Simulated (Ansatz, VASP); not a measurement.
# Si: VASP beside Ansatz

Contents of INCAR:

```
PREC = Accurate
ENCUT = 520
EDIFF = 1E-8
ISMEAR = -1
SIGMA = 0.05
LREAL = F
LASPH = T
NELM = 80
ALGO = Normal
ISIF = 2
LWAVE = F
LCHARG = F
GGA = PE
LEFG = T
NBANDS = 11
```

File KPOINTS:

```
Automatic mesh
0
Gamma
  10 10 10
```

File POSCAR:

```
Si
1.0
    0.0000000000      2.7349159646      2.7349159646
    2.7349159646      0.0000000000      2.7349159646
    2.7349159646      2.7349159646      0.0000000000
Si
2
Direct
    0.0000000000      0.0000000000      0.0000000000
    0.2500000000      0.2500000000      0.2500000000
```

Input for Ansatz:

```yaml
crystal:
  lattice:
    - [0.0, 2.7349159646, 2.7349159646]
    - [2.7349159646, 0.0, 2.7349159646]
    - [2.7349159646, 2.7349159646, 0.0]
  atoms:
    - { symbol: Si, position: [0.0, 0.0, 0.0] }
    - { symbol: Si, position: [0.25, 0.25, 0.25] }
kpoints:
  mp_grid: { grid: [10, 10, 10] }
scf:
  occupations: { method: fermi_dirac, width: 0.05 }
hamiltonian:
  xc: pbe
  pseudopotentials: { kind: paw }
output:
  forces: true
  stress: true
  eigenvalues: true
  efg: { contact_densities: true }
```

Alike in both runs: task electric field gradients; functional PBE; k mesh 10 × 10 × 10; occupations fermi-dirac, width 0.05 eV; no spin polarisation.

|  | VASP | Ansatz |
| --- | --- | --- |
| version | VASP 6.6.1 | Ansatz 0.2.0 |
| potentials or method | VASP PAW PBE potentials, release 64 (Si) | PAW with Ansatz's default frozen-core files, scalar-relativistic |
| plane-wave cutoff (eV) | 520 | 420 |
| valence electrons in the cell | 8 | 8 |

VASP gave:

| Property | Result |
| --- | --- |
| pressure (GPa) | -0.1 |

Which values does Ansatz return?

Pressure (GPa): 0.0.

With one functional, cell and mesh, what is left measures potentials, basis and numerics.
